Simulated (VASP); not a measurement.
# WC (P1) in VASP: notebook, part 2 of 2

VASP 6.6.1. Earlier steps stand in the parts before.

### 4 Single point, PBE

This run uses another cell than the first one, of 11.53 Å³/atom, 1.118 times its volume.

File INCAR:

```
SYSTEM = WC
PREC = Accurate
ENCUT = 520
EDIFF = 1E-7
ISMEAR = -1
SIGMA = 0.3
LREAL = Auto
LASPH = .True.
NELM = 80
ALGO = Normal
ISIF = 2
LWAVE = .False.
LCHARG = .False.
GGA = PE
NBANDS = 86
```

File KPOINTS:

```
Automatic mesh
0
Gamma
  2 2 2
  0 0 0
```

File POSCAR:

```
WC
1.0
   -2.9386520000     -5.0898950000      0.0000000000
    4.5304680000     -2.6156660000      0.0000000000
    0.0000000000      0.0000000000      6.0000630000
W C
8 8
Direct
    0.7303408074      0.4399804776     -0.0037666271
    0.7333927043      0.4835893196      0.4975447758
    0.4549630243     -0.0543701001     -0.0250830700
    0.4612437030     -0.0149797481      0.5325944078
    0.2446073371      0.4571968813      0.0080665820
    0.2449675562      0.4701444529      0.4892448629
   -0.0521670788     -0.0246113405     -0.0206331167
   -0.0146490260     -0.0429863735      0.4948114711
    0.4881662716      0.6192629085      0.2603639328
    0.4696623393      0.6452918711      0.7316089848
    0.2235083940      0.0916270436      0.2586139512
    0.1897655426      0.1058289986      0.7556253993
   -0.0416722143      0.6320406333      0.2288642636
   -0.0248592929      0.6184012754      0.7827751142
    0.7115087657      0.0919058820      0.2487307217
    0.7139722845      0.1295486652      0.7247257237
```

Potentials or basis: VASP PAW PBE potentials, release 64 (W_sv, C).

On the command line:

```sh
$ cat potpaw_PBE.64/W_sv/POTCAR potpaw_PBE.64/C/POTCAR > POTCAR
$ mpirun -np 1 vasp_std > vasp.out
```

OUTCAR:

```text
SYSTEM = WC
   PREC = Accurate
   ENCUT = 520
   EDIFF = 1E-7
   ISMEAR = -1
   LREAL = Auto
   LASPH = .True.
   NELM = 80
   ISIF = 2
   GGA = PE

 ion  position               nearest neighbor table
   1  0.730  0.440  0.996-  14 2.14  13 2.18  16 2.30   9 2.33  15 2.37  10 2.45   7 2.75   5 2.86
                             2 3.00   2 3.02   5 3.02   3 3.05   7 3.08   3 3.10
   2  0.733  0.484  0.498-   9 2.15  13 2.22  10 2.26  16 2.30  14 2.33  15 2.54   6 2.87   8 2.89
                             1 3.00   6 3.01   1 3.02   4 3.07   4 3.08   8 3.13
   3  0.455  0.946  0.975-  10 2.15  12 2.21  11 2.31  16 2.34  15 2.36   9 2.43   4 2.66   5 2.85
                             7 2.90   5 2.95   7 2.98   1 3.05   1 3.10   4 3.35
   4  0.461  0.985  0.533-  16 2.03  10 2.14  12 2.18  11 2.23  15 2.32   9 2.52   3 2.66   8 2.81
                             6 2.85   6 2.99   2 3.07   2 3.08   8 3.09   3 3.35
   5  0.245  0.457  0.008-  14 2.25   9 2.25  13 2.33  10 2.34  12 2.40  11 2.44   3 2.85   1 2.86
                             6 2.89   3 2.95   1 3.02   7 3.07   6 3.11   7 3.23
   6  0.245  0.470  0.489-   9 2.13  10 2.17  11 2.42  13 2.45  14 2.49  12 2.51   4 2.85   2 2.87
                             5 2.89   8 2.97   4 2.99   2 3.01   8 3.09   5 3.11
   7  0.948  0.975  0.979-  12 2.07  16 2.21  14 2.21  15 2.22  13 2.34  11 2.41   1 2.75   3 2.90
                             8 2.92   3 2.98   5 3.07   1 3.08   8 3.10   5 3.23
   8  0.985  0.957  0.495-  11 2.11  12 2.12  16 2.29  15 2.30  13 2.34  14 2.48   4 2.81   2 2.89
                             7 2.92   6 2.97   6 3.09   4 3.09   7 3.10   2 3.13
   9  0.488  0.619  0.260-   6 2.13   2 2.15   5 2.25   1 2.33   3 2.43   4 2.52
  10  0.470  0.645  0.732-   4 2.14   3 2.15   6 2.17   2 2.26   5 2.34   1 2.45
  11  0.224  0.092  0.259-   8 2.11   4 2.23   3 2.31   7 2.41   6 2.42   5 2.44
  12  0.190  0.106  0.756-   7 2.07   8 2.12   4 2.18   3 2.21   5 2.40   6 2.51
  13  0.958  0.632  0.229-   1 2.18   2 2.22   5 2.33   8 2.34   7 2.34   6 2.45
  14  0.975  0.618  0.783-   1 2.14   7 2.21   5 2.25   2 2.33   8 2.48   6 2.49
  15  0.712  0.092  0.249-   7 2.22   8 2.30   4 2.32   3 2.36   1 2.37   2 2.54
  16  0.714  0.130  0.725-   4 2.03   7 2.21   8 2.29   1 2.30   2 2.30   3 2.34

  LATTYP: Found a simple orthorhombic cell.
 ALAT       =     5.2313333790
 B/A-ratio  =     1.1234811370
 C/A-ratio  =     1.1469471672

  Lattice vectors:

 A1 = (  -4.5304680000,   2.6156660000,   0.0000000000)
 A2 = (  -2.9386520000,  -5.0898950000,   0.0000000000)
 A3 = (   0.0000000000,   0.0000000000,   6.0000630000)

Analysis of symmetry for initial positions (statically):
=====================================================================
 Subroutine PRICEL returns:
 Original cell was already a primitive cell.

 Routine SETGRP: Setting up the symmetry group for a
 simple orthorhombic supercell.

 Subroutine GETGRP returns: Found  1 space group operations
 (whereof  1 operations were pure point group operations)
 out of a pool of  8 trial point group operations.

The static configuration has the point symmetry C_1 .

Analysis of symmetry for dynamics (positions and initial velocities):
=====================================================================
 Subroutine PRICEL returns:
 Original cell was already a primitive cell.

 Routine SETGRP: Setting up the symmetry group for a
 simple orthorhombic supercell.

 Subroutine GETGRP returns: Found  1 space group operations
 (whereof  1 operations were pure point group operations)
 out of a pool of  8 trial point group operations.

The dynamic configuration has the point symmetry C_1 .
[... 93 lines left out ...]
   number of dos      NEDOS =    301   number of ions     NIONS =     16
   total plane-waves  NPLWV =  92160
   dimension x,y,z NGX =    48 NGY =   40 NGZ =   48
   dimension x,y,z NGXF=    96 NGYF=   80 NGZF=   96
   ions per type =               8   8
   NGX,Y,Z   is equivalent  to a cutoff of  13.58, 12.71, 13.30 a.u.
   NGXF,Y,Z  is equivalent  to a cutoff of  27.15, 25.42, 26.60 a.u.
 SYSTEM =  WC
   PREC   = accura    normal or accurate (medium, high low for compatibility)
   ISTART =      0    job   : 0-new  1-cont  2-samecut
   ICHARG =      2    charge: 1-file 2-atom 10-const
   ISPIN  =      1    spin polarized calculation?
   LNONCOLLINEAR =      F non collinear calculations
   LSORBIT =      F    spin-orbit coupling
   LASPH  =      T    aspherical Exc in radial PAW
   ENCUT  =  520.0 eV  38.22 Ry    6.18 a.u.  10.93  9.73 11.16*2*pi/ulx,y,z
   NELM   =     80;   NELMIN=  2; NELMDL= -5     # of ELM steps
   EDIFF  = 0.1E-06   stopping-criterion for ELM
   LREAL  =      T    real-space projection
   EDIFFG = 0.1E-05   stopping-criterion for IOM
   NSW    =      0    number of steps for IOM
   IBRION =     -1    ionic relax: 0-MD 1-quasi-New 2-CG
   NFREE  =      0    steps in history (QN), initial steepest desc. (CG)
   ISIF   =      2    stress and relaxation
   ISYM   =      2    0-nonsym 1-usesym 2-fastsym
   POTIM  = 0.5000    time-step for ionic-motion
   TEBEG  =    0.0;   TEEND  =   0.0 temperature during run
   PSTRESS=    0.0 pullay stress
   NELECT =     144.0000    total number of electrons
   NUPDOWN=      -1.0000    fix difference up-down
   EMIN   =  10.00;   EMAX   =-10.00  energy-range for DOS
   EFERMI =   0.00;   METHOD = LEGACY
   ISMEAR =    -1;   SIGMA  =   0.30  broadening in eV -4-tet -1-fermi 0-gaus
   EFERMI_NEDOS =   21; number of points for ismear=-14 and -15
   IALGO  =     38    algorithm
   IMIX   =      4    mixing-type and parameters
     AMIX     =   0.40;   BMIX     =  1.00
     AMIX_MAG =   1.60;   BMIX_MAG =  1.00
  volume/ion in A,a.u.               =      11.53        77.81
  Fermi-wavevector in a.u.,A,eV,Ry     =   1.507348  2.848475 30.913770  2.272098
  Thomas-Fermi vector in A             =   2.617946
   LORBIT       =      0    0 simple, 1 ext, 2 COOP (PROOUT), +10 PAW based schemes
   GGA     = PE    functional components
   LHFCALC =     F    Hartree Fock is set to
   AEXX    =    0.0000 exact exchange contribution
   IVDW    =     0    specifies the selected vdW correction
   LEPSILON=     F    determine dielectric tensor
   LRPA    =     F    only Hartree local field effects (RPA)
 non-spin polarized calculation
  energy-cutoff  :      520.00
  volume of cell :      184.48
 maximum number of plane-waves:      4992
 NGX is ok and might be reduce to    48
   NGX = 21   NGY = 19   NGZ = 23

 number of electron     144.0000001 magnetization

 Free energy of the ion-electron system (eV)
  ---------------------------------------------------
  ext. energy  EPLUGINS =         0.00000000
  ---------------------------------------------------
  free energy    TOTEN  =      -173.93086790 eV

  energy without entropy =     -172.45862605  energy(sigma->0) =     -173.19474698

 E-fermi :  10.0028     XC(G=0): -13.2021

 val. band max:        9.9806539920   @ k =   0.5000   0.0000   0.5000
 cond. band min:      10.0594424760   @ k =   0.0000   0.0000   0.5000
 fundamental gap:      0.0787884840
 Fermi energy:        10.0027989310

 k-point     1 :       0.0000    0.0000    0.0000
  band No.  band energies     occupation
      1     -64.5034      2.00000
      2     -64.4828      2.00000
      3     -64.4706      2.00000
      4     -64.4587      2.00000
      5     -64.4433      2.00000
      6     -64.4290      2.00000
[... 685 lines left out ...]
     83      12.8759      0.00014
     84      13.0474      0.00008
 [bands above 84 left out]

------------------------ aborting loop because EDIFF is reached ----------------------------------------

  FORCE on cell =-STRESS in cart. coord.  units (eV):
  Direction    XX          YY          ZZ          XY          YZ          ZX
  --------------------------------------------------------------------------------------
  -------------------------------------------------------------------------------------
  Total      -18.9974261    -10.4146057    -35.2600383      4.4909219     -0.7869454      0.2634605
  in kB     -164.9905066    -90.4496780   -306.2294620     39.0031511     -6.8345324      2.2881244
  external PRESSURE =    -187.2232156 kB  Pullay stress =       0.0000000 kB

 VOLUME and BASIS-vectors are now :
 -----------------------------------------------------------------------------
  energy-cutoff  :      520.00
  volume of cell :      184.48
      direct lattice vectors                 reciprocal lattice vectors
    -2.938652000 -5.089895000  0.000000000    -0.085072992 -0.147350796  0.000000000
     4.530468000 -2.615666000  0.000000000     0.165545829 -0.095577921  0.000000000
     0.000000000  0.000000000  6.000063000     0.000000000  0.000000000  0.166664917

 POSITION                                       TOTAL-FORCE (eV/Angst)
 -----------------------------------------------------------------------------------
     -0.15290     -4.86820      5.97746         2.161793     -0.319567      0.524739
      0.03570     -4.99780      2.98530        -1.639479      0.822600     -0.018398
      2.94717     -4.78917      5.84956         0.461725     -1.453896      4.089439
      3.10717     -4.92417      3.19560        -2.498619      0.570696     -5.721488
      1.35250     -2.44090      0.04840         1.010821      1.982896     -0.806664
      1.41010     -2.47660      2.93550         0.841550      2.171850      0.675042
[... 8 lines left out ...]
     -1.67450     -3.86190      1.49240         1.339936     -1.294871     -0.221770
     -1.51120     -3.97290      4.34840         0.179769     -1.403037      1.866988
 -----------------------------------------------------------------------------------
    total drift:                                0.004014     -0.002815      0.002872

  FREE ENERGIE OF THE ION-ELECTRON SYSTEM (eV)
  ---------------------------------------------------
  free  energy   TOTEN  =      -173.9308679028 eV

  energy  without entropy=     -172.4586260475  energy(sigma->0) =     -173.19474698
```

Run time: 3.3 min. Hardware: 1 thread of Intel Xeon 6975P-C (Granite Rapids), shared host; peak memory 0.32 GiB.

What came out:

| Quantity | Value |
| --- | --- |
| Free energy | -173.9309 eV |
| Pressure | -18.7 GPa |
| Largest force | 6.269 eV/Å |
| Band gap on the k mesh | zero (band 72 reaches 10.07 eV, above the bottom of band 73 at 9.96 eV) |

Forces in eV/Å, atoms in the order of the input:
```
W    2.162 -0.320  0.525
W   -1.639  0.823 -0.018
W    0.462 -1.454  4.089
W   -2.499  0.571 -5.721
W    1.011  1.983 -0.807
W    0.842  2.172  0.675
W   -3.253  0.313  2.808
W    1.408  2.547 -0.830
C    0.388  0.711 -1.156
C   -1.610  0.661  0.981
C    1.650 -1.044 -1.066
C    0.373 -2.981 -0.121
C   -1.134 -0.973  1.098
C    0.319 -0.310 -2.102
C    1.340 -1.295 -0.222
C    0.180 -1.403  1.867
```

Stress tensor (GPa, compression positive):
```
-16.50   3.90   0.23
  3.90  -9.04  -0.68
  0.23  -0.68 -30.62
```

Caveat: the k points lie up to 0.60 Å⁻¹ apart; spin-orbit coupling is left out, which moves the levels of the heavy elements; forces of over 1 eV/Å act on the atoms, so gaps and moduli don't describe the material at rest.

### 5 Single point, PBE

This run uses another cell than the first one, of 11.56 Å³/atom, 1.122 times its volume.

File INCAR:

```
SYSTEM = WC
  ALGO = Normal
  EDIFF = 1E-7
  ENCUT = 520
  GGA = PE
  ISIF = 2
  ISMEAR = -1
  LASPH = .True.
  LCHARG = .True.
  LELF = .True.
  LREAL = Auto
  LVHAR = .True.
  LWAVE = .False.
  NBANDS = 86
  NELM = 100
  PREC = Accurate
  SIGMA = 0.3
```

File KPOINTS:

```
k-points
0
Gamma
  2 2 2
  0 0 0
```

File POSCAR:

```
WC
1.0
   -3.0423700000     -5.2695400000      0.0000000000
    4.5495570000     -2.6266880000      0.0000000000
    0.0000000000      0.0000000000      5.7886550000
W C
8 8
Direct
    0.7117064796      0.4763924141     -0.0049234235
    0.7163094734      0.4525008594      0.4828928309
    0.4692516050     -0.0415123922      0.0082920817
    0.4927439536     -0.0460024081      0.4617825730
    0.2191285062      0.5062624764     -0.0257227283
    0.2021764225      0.4288759285      0.4952791279
   -0.0133952395     -0.0444336174      0.0130945790
   -0.0377254962     -0.0510544033      0.4706620104
    0.4550109192      0.6366579362      0.2765754739
    0.4465871325      0.5822508201      0.7246415618
    0.2418746009      0.1020037840      0.2471213088
    0.2036410303      0.0924378706      0.7007845519
   -0.0734462267      0.6447769318      0.2362206765
   -0.0659860927      0.5845065555      0.7301868914
    0.6908327398      0.1390836081      0.2205348220
    0.7252393262      0.1382434309      0.7437997255
```

On the command line:

```sh
$ cat potpaw_PBE.64/W_sv/POTCAR potpaw_PBE.64/C/POTCAR > POTCAR
$ mpirun -np 1 vasp_std > vasp.out
```

Wall time 3.1 min (1 thread of Intel Xeon 6975P-C (Granite Rapids), shared host); peak memory 0.33 GiB.

Results (log left out):

* Free energy: -173.0238 eV
* Pressure: -13.0 GPa
* Largest force: 6.832 eV/Å
* Band gap on the k mesh: zero (band 72 reaches 10.03 eV, above the bottom of band 73 at 9.81 eV)

Forces on the atoms (eV/Å):
```
W   -1.224  2.029 -1.686
W    0.600  1.500  1.147
W    0.200  0.167 -5.195
W    2.023  1.811  6.269
W   -2.197  2.736  1.894
W    0.962 -1.191 -1.239
W    2.005  0.586 -4.262
W    0.690 -0.080  3.187
C   -1.461  0.936 -3.323
C    0.361 -2.232  0.383
C    2.369  1.161 -0.370
C   -0.555 -1.252  1.646
C   -2.071 -1.302 -0.079
C    0.225 -3.351  0.526
C   -0.844 -2.533  0.947
C   -1.081  1.014  0.156
```

Stress tensor (GPa, compression positive):
```
-17.13  -4.10   1.74
 -4.10 -16.14  -2.16
  1.74  -2.16  -5.78
```

Levels at points of the mesh, in eV from the Fermi level:
```
           k point  band 69  band 70  band 71  band 72  band 73  band 74  band 75  band 76
(0.00, 0.00, 0.00)    -0.84    -0.50    -0.40    -0.16     0.31     0.64     0.99     1.53
(0.50, 0.00, 0.00)    -0.92    -0.81    -0.37     0.04     0.36     0.54     0.62     0.79
(0.00, 0.50, 0.00)    -0.97    -0.76    -0.42    -0.04     0.45     1.30     1.38     1.61
(0.50, 0.50, 0.00)    -1.67    -1.33    -1.18    -0.91     0.92     1.09     1.39     1.57
(0.00, 0.00, 0.50)    -0.85    -0.76    -0.40    -0.15     0.16     0.37     0.95     1.13
(0.50, 0.00, 0.50)    -1.17    -0.80    -0.68    -0.67    -0.19     0.26     0.50     0.57
(0.00, 0.50, 0.50)    -1.14    -1.06    -0.69    -0.52     0.11     0.46     0.75     1.24
(0.50, 0.50, 0.50)    -1.39    -1.17    -1.03    -0.76     0.55     0.84     0.96     1.31
```

Caveat: the k points lie up to 0.60 Å⁻¹ apart; spin-orbit coupling is left out, which moves the levels of the heavy elements; forces of over 1 eV/Å act on the atoms, so gaps and moduli don't describe the material at rest.

### 6 Summary

| cell | gap on the mesh (eV) | pressure (GPa) | largest force (eV/Å) |
| --- | --- | --- | --- |
| a = 5.802, b = 5.024, c = 5.659 Å, 16 atoms | none | 32.3 | 8.20 |
| a = 5.993, b = 5.198, c = 5.590 Å, 16 atoms | none | 7.8 | 8.50 |
| a = 5.877, b = 5.231, c = 6.000 Å, 16 atoms | none | -18.7 | 6.27 |
| a = 6.085, b = 5.253, c = 5.789 Å, 16 atoms | none | -13.0 | 6.83 |

Alike in all rows: task single point; level PBE; potentials or basis VASP PAW PBE potentials, release 64 (W_sv, C); no spin polarisation; k mesh 2 × 2 × 2; cutoff (eV) 520; smearing fermi-dirac 0.3 eV.

Caveats: all runs use coarse meshes; spin-orbit coupling is left out, which moves the levels of the heavy elements; forces of over 1 eV/Å act on the atoms, so gaps and moduli don't describe the material at rest.

Total energies depend on the potentials used, so only differences within one code and one set of settings carry meaning.
